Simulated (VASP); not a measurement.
**Ge: single point with PBEsol**

Ge:

```
Ge
1.0
     1.36344   -2.37741    0.00000
     1.36344    2.37741    0.00000
     0.00000    0.00000    5.63122
Ge
2
Direct
  0.66655 0.33345 0.25000
  0.33345 0.66655 0.75000
```

This isn't the form of Ge at room conditions, which is diamond.

This cell differs from its parent crystal: ratio of the length along z to the lengths across it x 1.3, volume and fractional coordinates fixed.

```yaml
Program: VASP 6.6.1
Task: single point
Functional: PBEsol
Potentials_or_basis: VASP PAW PBE potentials, release 64 (Ge_d)
Cutoff: 520 eV
k_mesh: 20 × 20 × 12
Occupations: gaussian, width 0.15 eV
Spin: no spin polarisation
```

```yaml
Pressure: 4.1 GPa
Band_gap_on_the_k_mesh: zero (bands 14 and 15 overlap by 7.34 eV)
```

Forces in eV/Å, atoms in the order of the input:
```
Ge   0.000 -0.003  0.000
Ge   0.000  0.003  0.000
```

Stress tensor (GPa, compression positive):
```
 8.98  0.00  0.00
 0.00  9.04  0.00
 0.00  0.00 -5.60
```

Levels at points of the mesh, in eV from the Fermi level:
| k point | band 12 | band 13 | band 14 | band 15 | band 16 | band 17 |
| --- | --- | --- | --- | --- | --- | --- |
| (0.00, 0.00, 0.00) | -10.65 | -6.25 | 4.17 | 8.48 | 10.43 | 10.58 |
| (0.50, 0.00, 0.00) | -6.50 | -4.04 | -3.63 | -0.39 | 1.49 | 5.06 |
| (0.50, 0.50, 0.00) | -6.56 | -4.10 | -3.66 | -0.46 | 1.43 | 5.26 |
| (0.00, 0.00, 0.50) | -12.59 | -2.01 | -2.01 | 11.00 | 11.00 | 11.15 |
| (0.50, 0.00, 0.50) | -6.35 | -5.18 | -5.18 | 3.06 | 3.06 | 5.99 |
| (0.50, 0.50, 0.50) | -6.44 | -5.21 | -5.21 | 2.99 | 2.99 | 6.19 |

It took 2.7 min on 1 thread of Intel(R) Xeon(R) 6975P-C (Granite Rapids), with other jobs on the host, peak memory 0.52 GiB.

Caveat: the stress differs along the axes, from -6 to 9 GPa; the PAW data sets were made with another functional, which shifts forces and pressure a little.
